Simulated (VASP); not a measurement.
# AlN (wurtzite type) (P6_3mc) in VASP: relaxation of cell and atoms with PBE

Aim: the relaxation of cell and atoms of AlN (wurtzite type) with PBE.

Program: VASP 6.6.1. These are calculated values, not measurements. Logs are shortened: lines on timing, memory, paths and dates and some standing lists are left out, and cuts for length are marked.

### 1 The cell of the first run

It takes space group P6_3mc (No. 186, hexagonal). Conventional cell: a = 2.865 Å, b = 2.865 Å, c = 4.670 Å, α = 90.00°, β = 90.00°, γ = 120.00°. Al (site symmetry 3m) has 4 N at 1.75 to 1.76 Å within 2.3 Å. N (site symmetry 3m) has 4 Al at 1.75 to 1.76 Å within 2.3 Å.

### 2 Relaxation of cell and atoms, PBE, target pressure 51 GPa, at which the enthalpy is minimised

The input, INCAR:

```
SYSTEM = AlN
ALGO = Normal ; EDIFF = 1E-6
EDIFFG = -0.005 ; ENCUT = 600
GGA = PE ; IBRION = 2
ISIF = 3 ; ISMEAR = -1
LASPH = .TRUE. ; LCHARG = .FALSE.
LREAL = .FALSE. ; LWAVE = .FALSE.
NELM = 80 ; NSW = 60
PREC = Accurate ; PSTRESS = 510.0
SIGMA = 0.1
```

The input, KPOINTS:

```
k-points
0
G
  12 12 7
  0 0 0
```

The input, POSCAR:

```
AlN
1.0
    2.8647333753      0.0000000000      0.0000000000
   -1.4323666876      2.4809318781      0.0000000000
    0.0000000000      0.0000000000      4.6695154017
Al N
2 2
Direct
    0.3333333333      0.6666666667      0.0000000000
    0.6666666667      0.3333333333      0.5000000000
    0.3333333333      0.6666666667      0.3760000000
    0.6666666667      0.3333333333      0.8760000000
```

Potentials or basis: VASP PAW PBE potentials, release 64 (Al, N).

On the command line:

```sh
$ cat potpaw_PBE.64/Al/POTCAR potpaw_PBE.64/N/POTCAR > POTCAR
$ mpirun -np 1 vasp_std > vasp.out
```

OUTCAR:

```text
SYSTEM = AlN
   EDIFF = 1E-6
   EDIFFG = -0.005
   ENCUT = 600
   GGA = PE
   IBRION = 2
   ISIF = 3
   ISMEAR = -1
   LASPH = .TRUE.
   LREAL = .FALSE.
   NELM = 80
   NSW = 60
   PREC = Accurate
   PSTRESS = 510.0

 ion  position               nearest neighbor table
   1  0.333  0.667  0.000-   4 1.75   4 1.75   4 1.75   3 1.76   2 2.86   2 2.86   2 2.86   2 2.86
                             2 2.86   2 2.86
   2  0.667  0.333  0.500-   3 1.75   3 1.75   3 1.75   4 1.76   1 2.86   1 2.86   1 2.86   1 2.86
                             1 2.86   1 2.86
   3  0.333  0.667  0.376-   2 1.75   2 1.75   2 1.75   1 1.76
   4  0.667  0.333  0.876-   1 1.75   1 1.75   1 1.75   2 1.76

  LATTYP: Found a hexagonal cell.
 ALAT       =     2.8647333753
 C/A-ratio  =     1.6300000000

  Lattice vectors:

 A1 = (   2.8647333753,   0.0000000000,   0.0000000000)
 A2 = (  -1.4323666876,   2.4809318781,   0.0000000000)
 A3 = (   0.0000000000,   0.0000000000,   4.6695154017)

Analysis of symmetry for initial positions (statically):
=====================================================================
 Subroutine PRICEL returns:
 Original cell was already a primitive cell.

 Routine SETGRP: Setting up the symmetry group for a
 hexagonal supercell.

 Subroutine GETGRP returns: Found 12 space group operations
 (whereof  6 operations were pure point group operations)
 out of a pool of 24 trial point group operations.

The static configuration has the point symmetry C_3v.
 The point group associated with its full space group is C_6v.

Analysis of symmetry for dynamics (positions and initial velocities):
=====================================================================
 Subroutine PRICEL returns:
 Original cell was already a primitive cell.

 Routine SETGRP: Setting up the symmetry group for a
 hexagonal supercell.

 Subroutine GETGRP returns: Found 12 space group operations
 (whereof  6 operations were pure point group operations)
 out of a pool of 24 trial point group operations.

The dynamic configuration has the point symmetry C_3v.
 The point group associated with its full space group is C_6v.

 Subroutine INISYM returns: Found 12 space group operations
 (whereof  6 operations are pure point group operations),
 and found     1 'primitive' translations

----------------------------------------------------------------------------------------

                                     Primitive cell

  volume of cell :      33.1872

  direct lattice vectors                    reciprocal lattice vectors
     2.864733375  0.000000000  0.000000000     0.349072625  0.201537174  0.000000000
    -1.432366688  2.480931878  0.000000000     0.000000000  0.403074348  0.000000000
     0.000000000  0.000000000  4.669515402     0.000000000  0.000000000  0.214154985

  length of vectors
     2.864733375  2.864733375  4.669515402     0.403074348  0.403074348  0.214154985

  position of ions in fractional coordinates (direct lattice)
     0.333333333  0.666666667  0.000000000
     0.666666667  0.333333333  0.500000000
     0.333333333  0.666666667  0.376000000
     0.666666667  0.333333333  0.876000000

  ion indices of the primitive-cell ions
   primitive index   ion index
                 1           1
                 2           2
                 3           3
                 4           4

----------------------------------------------------------------------------------------

 KPOINTS: k-points

Automatic generation of k-mesh.
 Grid dimensions read from file:
 generate k-points for:   12   12    7

 Generating k-lattice:

  Cartesian coordinates                     Fractional coordinates (reciprocal lattice)
     0.029089385  0.016794765  0.000000000     0.083333333  0.000000000  0.000000000
     0.000000000  0.033589529  0.000000000     0.000000000  0.083333333  0.000000000
     0.000000000  0.000000000  0.030593569     0.000000000  0.000000000  0.142857143

  Length of vectors
     0.033589529  0.033589529  0.030593569

  Shift w.r.t. Gamma in fractional coordinates (k-lattice)
     0.000000000  0.000000000  0.000000000

 Subroutine IBZKPT returns following result:
 ===========================================

 Found     76 irreducible k-points:

 Following reciprocal coordinates:
            Coordinates               Weight
  0.000000  0.000000  0.000000      1.000000
  0.083333  0.000000  0.000000      6.000000
  0.166667  0.000000  0.000000      6.000000
  0.250000  0.000000  0.000000      6.000000
  0.333333  0.000000  0.000000      6.000000
  0.416667  0.000000  0.000000      6.000000
[... 16 lines left out ...]
  0.250000  0.000000  0.142857     12.000000
  0.333333  0.000000  0.142857     12.000000
 [... further k-points ...]
   k-points           NKPTS =     76   k-points in BZ     NKDIM =     76   number of bands    NBANDS=     12
   number of dos      NEDOS =    301   number of ions     NIONS =      4
   total plane-waves  NPLWV =  23040
   dimension x,y,z NGX =    24 NGY =   24 NGZ =   40
   dimension x,y,z NGXF=    48 NGYF=   48 NGZF=   80
   ions per type =               2   2
   NGX,Y,Z   is equivalent  to a cutoff of  13.93, 13.93, 14.24 a.u.
   NGXF,Y,Z  is equivalent  to a cutoff of  27.86, 27.86, 28.48 a.u.
 SYSTEM =  AlN
   PREC   = accura    normal or accurate (medium, high low for compatibility)
   ISTART =      0    job   : 0-new  1-cont  2-samecut
   ICHARG =      2    charge: 1-file 2-atom 10-const
   ISPIN  =      1    spin polarized calculation?
   LNONCOLLINEAR =      F non collinear calculations
   LSORBIT =      F    spin-orbit coupling
   LASPH  =      T    aspherical Exc in radial PAW
   ENCUT  =  600.0 eV  44.10 Ry    6.64 a.u.   5.72  5.72  9.33*2*pi/ulx,y,z
   NELM   =     80;   NELMIN=  2; NELMDL= -5     # of ELM steps
   EDIFF  = 0.1E-05   stopping-criterion for ELM
   LREAL  =      F    real-space projection
   EDIFFG = -.5E-02   stopping-criterion for IOM
   NSW    =     60    number of steps for IOM
   IBRION =      2    ionic relax: 0-MD 1-quasi-New 2-CG
   NFREE  =      1    steps in history (QN), initial steepest desc. (CG)
   ISIF   =      3    stress and relaxation
   ISYM   =      2    0-nonsym 1-usesym 2-fastsym
   POTIM  = 0.5000    time-step for ionic-motion
   TEBEG  =    0.0;   TEEND  =   0.0 temperature during run
   PSTRESS=  510.0 pullay stress
   NELECT =      16.0000    total number of electrons
   NUPDOWN=      -1.0000    fix difference up-down
   EMIN   =  10.00;   EMAX   =-10.00  energy-range for DOS
   EFERMI =   0.00;   METHOD = LEGACY
   ISMEAR =    -1;   SIGMA  =   0.10  broadening in eV -4-tet -1-fermi 0-gaus
   EFERMI_NEDOS =   21; number of points for ismear=-14 and -15
   IALGO  =     38    algorithm
   IMIX   =      4    mixing-type and parameters
     AMIX     =   0.40;   BMIX     =  1.00
     AMIX_MAG =   1.60;   BMIX_MAG =  1.00
  volume/ion in A,a.u.               =       8.30        55.99
  Fermi-wavevector in a.u.,A,eV,Ry     =   1.283683  2.425810 22.420261  1.647843
  Thomas-Fermi vector in A             =   2.415922
   LORBIT       =      0    0 simple, 1 ext, 2 COOP (PROOUT), +10 PAW based schemes
   GGA     = PE    functional components
   LHFCALC =     F    Hartree Fock is set to
   AEXX    =    0.0000 exact exchange contribution
   IVDW    =     0    specifies the selected vdW correction
   LEPSILON=     F    determine dielectric tensor
   LRPA    =     F    only Hartree local field effects (RPA)
 conjugate gradient relaxation of ions
 non-spin polarized calculation
  energy-cutoff  :      600.00
  volume of cell :       33.19
 maximum number of plane-waves:      1120
 NGX is ok and might be reduce to    24
   NGX = 11   NGY = 11   NGZ = 19

--------------------------------------- Ionic step        1  -------------------------------------------

 number of electron      15.9999999 magnetization

 Free energy of the ion-electron system (eV)
  ---------------------------------------------------
  ext. energy  EPLUGINS =         0.00000000
  ---------------------------------------------------
  free energy    TOTEN  =       -27.89343573 eV

  energy without entropy =      -27.89343573  energy(sigma->0) =      -27.89343573

------------------------ aborting loop because EDIFF is reached ----------------------------------------

  FORCE on cell =-STRESS in cart. coord.  units (eV):
  Direction    XX          YY          ZZ          XY          YZ          ZX
  --------------------------------------------------------------------------------------
  -------------------------------------------------------------------------------------
  Total       16.7361823     16.7361823     15.2542014      0.0000000      0.0000000      0.0000000
  in kB      807.9716478    807.9716478    736.4261450      0.0000000      0.0000000      0.0000000
  external PRESSURE =     274.1231469 kB  Pullay stress =     510.0000000 kB
[... 103 lines left out ...]
  energy  without entropy=      -28.8411408750  energy(sigma->0) =      -28.84114088

  enthalpy is  TOTEN    =       -17.5195095002 eV   P V=       11.3216313750

 E-fermi :   9.7910     XC(G=0): -11.6481

 val. band max:        7.8374143583   @ k =   0.0000   0.0000   0.0000
 cond. band min:      12.9460003725   @ k =   0.3333   0.3333   0.0000
 fundamental gap:      5.1085860141
 Fermi energy:         9.7910254481

 k-point     1 :       0.0000    0.0000    0.0000
  band No.  band energies     occupation
      1      -8.3919      2.00000
      2      -5.6961      2.00000
      3       1.0667      2.00000
      4       6.9195      2.00000
      5       6.9195      2.00000
      6       7.5982      2.00000
      7       7.5982      2.00000
      8       7.8374      2.00000
      9      13.5805      0.00000
     10      16.0077      0.00000
     11      19.8535      0.00000
     12      20.2126      0.00000
[... 333 lines left out ...]
      1      -6.7943      2.00000
      2      -5.1483      2.00000
      3       2.4028      2.00000
      4       3.4589      2.00000
      5       4.1559      2.00000
      6       5.8748      2.00000
      7       6.9530      2.00000
      8       7.1795      2.00000
      9      14.4390      0.00000
     10      15.1335      0.00000
     11      17.6276      0.00000
     12      19.3898      0.00000

 [... further k-points ...]

[... ionic steps 4 to 9 ...]

--------------------------------------- Ionic step       10  -------------------------------------------

 number of electron      16.0000001 magnetization

------------------------ aborting loop because EDIFF is reached ----------------------------------------
[... 75 lines left out ...]
--------------------------------------- Ionic step       12  -------------------------------------------

 number of electron      16.0000001 magnetization

 Free energy of the ion-electron system (eV)
  ---------------------------------------------------
  ext. energy  EPLUGINS =         0.00000000
  ---------------------------------------------------
  free energy    TOTEN  =       -28.78761149 eV

  energy without entropy =      -28.78761149  energy(sigma->0) =      -28.78761149

 E-fermi :  10.0561     XC(G=0): -11.6609

 val. band max:        8.0983653504   @ k =   0.0000   0.0000   0.0000
 cond. band min:      13.1507994135   @ k =   0.3333   0.3333   0.0000
 fundamental gap:      5.0524340631
 Fermi energy:        10.0561482336

 k-point     1 :       0.0000    0.0000    0.0000
  band No.  band energies     occupation
      1      -8.3831      2.00000
      2      -5.5533      2.00000
      3       1.1818      2.00000
      4       6.7865      2.00000
      5       6.7865      2.00000
      6       7.5452      2.00000
      7       7.5452      2.00000
      8       8.0984      2.00000
      9      13.6597      0.00000
     10      15.8781      0.00000
     11      20.0199      0.00000
     12      20.1312      0.00000
[... 380 lines left out ...]
  energy  without entropy=      -28.7876114910  energy(sigma->0) =      -28.78761149

  enthalpy is  TOTEN    =       -17.5398753636 eV   P V=       11.2477361276

 reached required accuracy - stopping structural energy minimisation
```

Wall time 3.6 min (1 thread of Intel Xeon 8259CL, shared host); peak memory 0.18 GiB.

Results:

- Free energy: -28.7876 eV
- Relaxed volume: 8.83 Å³/atom
- Relaxed cell: a = 2.965 Å, b = 2.965 Å, c = 4.640 Å, α = 90.00°, β = 90.00°, γ = 120.00°
- Space group after relaxing (to 0.1 Å): P6_3mc (No. 186)
- Energy change on relaxing (the run minimises the enthalpy): -223.5 meV/atom
- Ionic steps: 12
- Pressure after relaxing: 50.9 GPa
- Band gap on the k mesh: 5.05 eV (least direct gap 5.56 eV)

Forces in eV/Å, atoms in the order of the input:
```
Al   0.000  0.000 -0.003
Al   0.000  0.000 -0.003
N    0.000  0.000  0.003
N    0.000  0.000  0.003
```

Step by step:
```csv
step,energy change (eV),largest force (eV/Å),pressure (GPa),volume (Å³)
1,0.0000,0.2547,78.41,33.19
2,-1.8170,0.0400,10.56,40.48
3,-0.9477,0.1700,49.42,35.57
4,-0.9164,0.1724,50.47,35.47
5,-0.9163,0.1539,50.61,35.43
6,-0.8966,0.1642,50.81,35.35
7,-0.8570,0.4208,51.59,35.25
8,-0.8901,0.0008,50.98,35.32
9,-0.8899,0.0030,50.99,35.32
10,-0.8892,0.0038,51.04,35.32
11,-0.8884,0.0041,51.10,35.32
12,-0.8942,0.0027,50.93,35.34
```

Final structure:
```cif
data_structure
_symmetry_space_group_name_H-M 'P 1'
_symmetry_Int_Tables_number 1
_cell_length_a 2.9654
_cell_length_b 2.9654
_cell_length_c 4.6399
_cell_angle_alpha 90.000
_cell_angle_beta 90.000
_cell_angle_gamma 120.000
_cell_volume 35.34
loop_
_atom_site_label
_atom_site_type_symbol
_atom_site_fract_x
_atom_site_fract_y
_atom_site_fract_z
_atom_site_occupancy
Al1 Al 0.33333 0.66667 0.99349 1
Al2 Al 0.66667 0.33333 0.49349 1
N1 N 0.33333 0.66667 0.38251 1
N2 N 0.66667 0.33333 0.88251 1
```

Caveat: the cell is relaxed towards a set pressure, so the run minimises the enthalpy, not the energy. A k mesh can miss the band edges.
